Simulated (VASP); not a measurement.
# NaF (Fm-3m) in VASP: notebook, part 2 of 2

VASP 6.6.1. The steps go on from the part before.

### Step 4. Single point, PBE

This run uses another cell than the first one, of 12.98 Å³/atom, 1.743 times its volume.

File INCAR:

```
SYSTEM = NaF
ALGO = Normal ; EDIFF = 1E-6
ENCUT = 520 ; GGA = PE
ISIF = 2 ; ISMEAR = 0
LASPH = .True. ; LCHARG = .False.
LREAL = .False. ; LWAVE = .False.
NBANDS = 14 ; NELM = 60
PREC = Accurate ; SIGMA = 0.02
```

File KPOINTS:

```
k-points
0
Gamma
  8 8 8
  0 0 0
```

File POSCAR:

```
NaF
1.0
    0.0000000000      2.3499911996      2.3499911996
    2.3499911996      0.0000000000      2.3499911996
    2.3499911996      2.3499911996      0.0000000000
Na F
1 1
Direct
    0.0000000000      0.0000000000      0.0000000000
    0.5000000000      0.5000000000      0.5000000000
```

Potentials or basis: VASP PAW PBE potentials, release 64 (Na_pv, F).

Run with:

```sh
> cat potpaw_PBE.64/Na_pv/POTCAR potpaw_PBE.64/F/POTCAR > POTCAR
> mpirun -np 1 vasp_std > vasp.out
```

OUTCAR:

```text
SYSTEM = NaF
   EDIFF = 1E-6
   ENCUT = 520
   GGA = PE
   ISIF = 2
   ISMEAR = 0
   LASPH = .True.
   LREAL = .False.
   NELM = 60
   PREC = Accurate

 ion  position               nearest neighbor table
   1  0.000  0.000  0.000-
   2  0.500  0.500  0.500-

  LATTYP: Found a face centered cubic cell.
 ALAT       =     4.6999823992

  Lattice vectors:

 A1 = (   0.0000000000,   2.3499911996,   2.3499911996)
 A2 = (   2.3499911996,   0.0000000000,   2.3499911996)
 A3 = (   2.3499911996,   2.3499911996,   0.0000000000)

Analysis of symmetry for initial positions (statically):
=====================================================================
 Subroutine PRICEL returns:
 Original cell was already a primitive cell.

 Routine SETGRP: Setting up the symmetry group for a
 face centered cubic supercell.

 Subroutine GETGRP returns: Found 48 space group operations
 (whereof 48 operations were pure point group operations)
 out of a pool of 48 trial point group operations.

The static configuration has the point symmetry O_h .

Analysis of symmetry for dynamics (positions and initial velocities):
=====================================================================
 Subroutine PRICEL returns:
 Original cell was already a primitive cell.

 Routine SETGRP: Setting up the symmetry group for a
 face centered cubic supercell.

 Subroutine GETGRP returns: Found 48 space group operations
 (whereof 48 operations were pure point group operations)
 out of a pool of 48 trial point group operations.

The dynamic configuration has the point symmetry O_h .

 Subroutine INISYM returns: Found 48 space group operations
 (whereof 48 operations are pure point group operations),
 and found     1 'primitive' translations

----------------------------------------------------------------------------------------
[... 115 lines left out ...]
  Fermi-wavevector in a.u.,A,eV,Ry     =   1.332625  2.518296 24.162440  1.775889
  Thomas-Fermi vector in A             =   2.461545
   LORBIT       =      0    0 simple, 1 ext, 2 COOP (PROOUT), +10 PAW based schemes
   GGA     = PE    functional components
   LHFCALC =     F    Hartree Fock is set to
   AEXX    =    0.0000 exact exchange contribution
   IVDW    =     0    specifies the selected vdW correction
   LEPSILON=     F    determine dielectric tensor
   LRPA    =     F    only Hartree local field effects (RPA)
 non-spin polarized calculation
 Gauss-broadening in eV      SIGMA  =   0.02
  energy-cutoff  :      520.00
  volume of cell :       25.96
 maximum number of plane-waves:       725
 NGX is ok and might be reduce to    28
   NGX = 13   NGY = 13   NGZ = 13

 number of electron      14.0000002 magnetization

 Free energy of the ion-electron system (eV)
  ---------------------------------------------------
  ext. energy  EPLUGINS =         0.00000000
  ---------------------------------------------------
  free energy    TOTEN  =        -8.56945122 eV

  energy without entropy =       -8.56945122  energy(sigma->0) =       -8.56945122

 E-fermi :  -2.0877     XC(G=0):  -8.9550

 val. band max:       -2.2627608909   @ k =   0.0000   0.0000   0.0000
 cond. band min:       3.8126842795   @ k =   0.0000   0.0000   0.0000
 fundamental gap:      6.0754451704
 Fermi energy:        -2.0877094006

 k-point     1 :       0.0000    0.0000    0.0000
  band No.  band energies     occupation
      1     -21.3684      2.00000
      2     -21.3384      2.00000
      3     -21.3384      2.00000
      4     -21.3384      2.00000
      5      -2.2628      2.00000
      6      -2.2628      2.00000
      7      -2.2628      2.00000
      8       3.8127      0.00000
      9      16.4092      0.00000
     10      16.4092      0.00000
     11      16.4092      0.00000
     12      19.1852      0.00000
     13      21.3150      0.00000
     14      21.3150      0.00000
[... 377 lines left out ...]
      1     -21.8953      2.00000
      2     -21.3854      2.00000
      3     -21.3652      2.00000
      4     -20.6640      2.00000
      5      -3.4976      2.00000
      6      -2.8053      2.00000
      7      -2.5762      2.00000
      8       9.2452      0.00000
      9      10.1134      0.00000
     10      14.4159      0.00000
     11      16.2192      0.00000
     12      19.4183      0.00000
     13      20.4433      0.00000
     14      25.0568      0.00000

 [... further k-points ...]
[... 5 lines left out ...]
  --------------------------------------------------------------------------------------
  -------------------------------------------------------------------------------------
  Total       -0.0205789     -0.0205789     -0.0205789      0.0000000      0.0000000      0.0000000
  in kB       -1.2702952     -1.2702952     -1.2702952      0.0000000      0.0000000      0.0000000
  external PRESSURE =      -1.2702952 kB  Pullay stress =       0.0000000 kB

 VOLUME and BASIS-vectors are now :
 -----------------------------------------------------------------------------
  energy-cutoff  :      520.00
  volume of cell :       25.96
      direct lattice vectors                 reciprocal lattice vectors
     0.000000000  2.349991200  2.349991200    -0.212766754  0.212766754  0.212766754
     2.349991200  0.000000000  2.349991200     0.212766754 -0.212766754  0.212766754
     2.349991200  2.349991200  0.000000000     0.212766754  0.212766754 -0.212766754

 POSITION                                       TOTAL-FORCE (eV/Angst)
 -----------------------------------------------------------------------------------
      0.00000      0.00000      0.00000        -0.000000      0.000000     -0.000000
      2.34999      2.34999      2.34999         0.000000     -0.000000      0.000000
 -----------------------------------------------------------------------------------
    total drift:                                0.000000      0.000000      0.000000

  FREE ENERGIE OF THE ION-ELECTRON SYSTEM (eV)
  ---------------------------------------------------
  free  energy   TOTEN  =        -8.5694512156 eV

  energy  without entropy=       -8.5694512156  energy(sigma->0) =       -8.56945122
```

stdout:

```text
POSCAR found type information on POSCAR NaF
 POSCAR found :  2 types and       2 ions
 scaLAPACK will be used
 LDA part: xc-table for (Slater+PW92), standard interpolation
 POSCAR, INCAR and KPOINTS ok, starting setup
 FFT: planning ... GRIDC
 FFT: planning ... GRID_SOFT
 FFT: planning ... GRID
 WAVECAR not read
 entering main loop
```

Wall time 8 s (1 thread of Intel Xeon Platinum 8488C (Sapphire Rapids), shared host); peak memory 0.14 GiB.

What came out:

```
Free energy            : -8.5695 eV
Pressure               : -0.1 GPa
Band gap on the k mesh : 6.08 eV, direct
```

Levels at points of the mesh, in eV from the valence-band top:
| k point | band 4 | band 5 | band 6 | band 7 | band 8 | band 9 | band 10 | band 11 |
| --- | --- | --- | --- | --- | --- | --- | --- | --- |
| (0.00, 0.00, 0.00) | -19.08 | 0.00 | 0.00 | 0.00 | 6.08 | 18.67 | 18.67 | 18.67 |
| (0.50, 0.00, 0.00) | -18.28 | -1.50 | -0.23 | -0.23 | 10.52 | 12.11 | 19.65 | 19.65 |
| (0.50, 0.50, 0.00) | -18.88 | -1.21 | -0.38 | -0.38 | 12.81 | 13.16 | 13.19 | 19.22 |

### Step 5. Single point, PBE

This run uses another cell than the first one, of 12.73 Å³/atom, 1.710 times its volume.

File INCAR:

```
SYSTEM = NaF
PREC     = Accurate       ! precision mode
ENCUT    = 520            ! plane-wave cutoff, eV
EDIFF    = 1E-6           ! SCF threshold, eV
ISMEAR   = 0              ! smearing method
SIGMA    = 0.02           ! smearing width, eV
LREAL    = .FALSE.        ! projectors in reciprocal space
LASPH    = .TRUE.         ! aspherical terms in the spheres
NELM     = 100            ! most SCF steps
ALGO     = Normal         ! electronic algorithm
ISIF     = 2              ! what is computed and relaxed
LWAVE    = .FALSE.        ! write WAVECAR
LCHARG   = .TRUE.         ! write CHGCAR
GGA      = PE             ! functional
LELF     = .TRUE.         ! ELF
LVHAR    = .TRUE.       
NBANDS   = 14             ! bands
```

File KPOINTS:

```
regular mesh
0
G
  8 8 8
  0 0 0
```

File POSCAR:

```
NaF
1.0
    0.0000000000      2.3348604679      2.3348604679
    2.3348604679      0.0000000000      2.3348604679
    2.3348604679      2.3348604679      0.0000000000
Na F
1 1
Direct
    0.0000000000      0.0000000000      0.0000000000
    0.5000000000      0.5000000000      0.5000000000
```

Run with:

```sh
> cat potpaw_PBE.64/Na_pv/POTCAR potpaw_PBE.64/F/POTCAR > POTCAR
> mpirun -np 1 vasp_std > vasp.out
```

Run time: 8.7 s. Hardware: 1 thread of Intel Xeon Platinum 8488C (Sapphire Rapids), shared host; peak memory 0.15 GiB.

It converged, with:

```
Free energy            : -8.5676 eV
Pressure               : 0.8 GPa
Band gap on the k mesh : 6.18 eV, direct
```

Levels at points of the mesh, in eV from the valence-band top:
```csv
k point,band 3,band 4,band 5,band 6,band 7,band 8,band 9,band 10,band 11,band 12
"(0.00, 0.00, 0.00)",-19.02,-19.02,0.00,0.00,0.00,6.18,18.81,18.81,18.81,21.63
"(0.50, 0.00, 0.00)",-19.03,-18.23,-1.54,-0.24,-0.24,10.64,12.27,19.86,19.86,22.64
"(0.50, 0.50, 0.00)",-19.07,-18.90,-1.24,-0.39,-0.39,12.96,13.22,13.38,19.47,19.47
```

PBE gaps usually lie below the measured ones, often by a third to a half.

### Step 6. Overview

| cell | k mesh | gap on the mesh (eV) | pressure (GPa) |
| --- | --- | --- | --- |
| a = 2.761 Å, angles 60.0°, 2 atoms | 10 × 10 × 10 | 10.21 | 92.6 |
| a = 3.323 Å, angles 60.0°, 2 atoms | 8 × 8 × 8 | 6.08 | -0.1 |
| a = 3.302 Å, angles 60.0°, 2 atoms | 8 × 8 × 8 | 6.18 | 0.8 |

Alike in all rows: task single point; level PBE; potentials or basis VASP PAW PBE potentials, release 64 (Na_pv, F); no spin polarisation; cutoff (eV) 520; smearing gaussian 0.02 eV.

Absolute energies hang on the potentials; compare differences alone.
